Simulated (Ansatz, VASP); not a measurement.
Two plane-wave programs on InSb

INCAR

```
ALGO = Normal
EDIFF = 1E-7
ENCUT = 520
GGA = PE
ISIF = 2
ISMEAR = 0
LASPH = T
LCHARG = T
LELF = T
LREAL = F
LVHAR = T
LWAVE = F
NBANDS = 16
NELM = 100
PREC = Accurate
SIGMA = 0.15
```

File KPOINTS:

```
k-points
0
Gamma
  16 16 16
```

File POSCAR:

```
InSb
1.0
   -2.8102500000      2.8102500000      1.6824500000
    2.8102500000     -2.8102500000      1.6824500000
    2.8102500000      2.8102500000     -1.6824500000
In Sb
1 1
Direct
    0.2500000000      0.7500000000      0.5000000000
    0.0000000000      0.0000000000      0.0000000000
```

Input for Ansatz:

```yaml
crystal:
  lattice:
    - [-2.81025, 2.81025, 1.68245]
    - [2.81025, -2.81025, 1.68245]
    - [2.81025, 2.81025, -1.68245]
  atoms:
    - { symbol: In, position: [0.25, 0.75, 0.5] }
    - { symbol: Sb, position: [0.0, 0.0, 0.0] }
basis:
  ecutwfc: 420
kpoints:
  mp_grid: { grid: [16, 16, 16] }
hamiltonian:
  xc: pbe
  pseudopotentials: { kind: paw, azcp: { folder: soft_1 } }
scf:
  occupations: { method: gaussian, width: 0.15 }
output:
  forces: true
  stress: true
  eigenvalues: true
```

Alike in both runs: task single point; functional PBE; k mesh 16 × 16 × 16; occupations gaussian, width 0.15 eV; no spin polarisation.

|  | VASP | Ansatz |
| --- | --- | --- |
| version | VASP 6.6.1 | Ansatz 0.2.0 |
| potentials or method | VASP PAW PBE potentials, release 64 (In_d, Sb), cutoff 520 eV | scalar-relativistic, plane waves, PAW |
| valence electrons in the cell | 18 | 28 |

VASP gave:

```
gap on the k mesh at the Fermi level (eV)                     : none
pressure (GPa)                                                : 4.3
traceless stress, the component that is largest in VASP (GPa) : -3.55
```

Task: Which values does Ansatz return?

Result: gap on the k mesh at the Fermi level (eV): none; pressure (GPa): 4.3; traceless stress, the component that is largest in VASP (GPa): -3.54.

A gap of «none» marks a metal or a gap that the smearing closes. The functional is the same, so the differences come from potentials, cutoffs and numerics. VASP's potentials hold 18 valence electrons a cell and Ansatz's 28, so a difference there can come from the potentials and not from the codes.

Neither program's run includes spin-orbit coupling.
